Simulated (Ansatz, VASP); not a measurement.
One calculation of SnW, two programs

```
Sn W
1.0
     0.00000    2.97663    2.97663
     2.97663    0.00000    2.97663
     2.97663    2.97663    0.00000
Sn W
1 1
Direct
  0.50000 0.50000 0.50000
  0.00000 0.00000 0.00000
```

Change from the starting cell: species swapped into the PrBi type (Fm-3m, No. 225).

Alike in both runs: task single point; functional PBE; k mesh 6 × 6 × 6; occupations gaussian, width 0.1 eV; no spin polarisation.

```csv
,VASP,Ansatz
version,VASP 6.6.1,Ansatz 0.2.0
potentials or method,"VASP PAW PBE potentials, release 64 (Sn_d, W_sv), cutoff 520 eV","scalar-relativistic, plane waves, PAW"
valence electrons in the cell,28,28
```

```csv
,VASP,Ansatz,Ansatz less VASP
gap on the k mesh at the Fermi level (eV),none,none,-
pressure (GPa),-16.7,-16.7,+0.02
```

A gap of «none» marks a metal or a gap that the smearing closes. With one functional, cell and mesh, what is left measures potentials, basis and numerics.

Neither program's run includes spin-orbit coupling.
